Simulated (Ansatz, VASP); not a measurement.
# Cu: VASP beside Ansatz

```xyz
2
Lattice="2.5510 0.0000 0.0000 -1.2755 2.2092 0.0000 0.0000 0.0000 4.0583" Properties=species:S:1:pos:R:3 pbc="T T T"
Cu    0.0000    1.4728    1.0146
Cu    1.2755    0.7364    3.0437
```

Alike in both runs: task single point; functional r2SCAN; k mesh 16 × 16 × 9; occupations fermi-dirac, width 0.1 eV; no spin polarisation.

|  | VASP | Ansatz |
| --- | --- | --- |
| version | VASP 6.6.1 | Ansatz 0.2.0 |
| potentials or method | VASP PAW PBE potentials, release 64 (Cu), cutoff 520 eV | plane waves, PAW |
| valence electrons in the cell | 22 | 38 |

```tsv
	VASP	Ansatz	Ansatz less VASP
pressure (GPa)	1.1	0.4	-0.66
traceless stress, the component that is largest in VASP (GPa)	3.29	3.44	+0.153
```

VASP's potentials were made for PBE, not for r2SCAN. VASP's potentials hold 22 valence electrons a cell and Ansatz's 38, so a difference there can come from the potentials and not from the codes. Ansatz's warnings: structure snapped to symmetry.
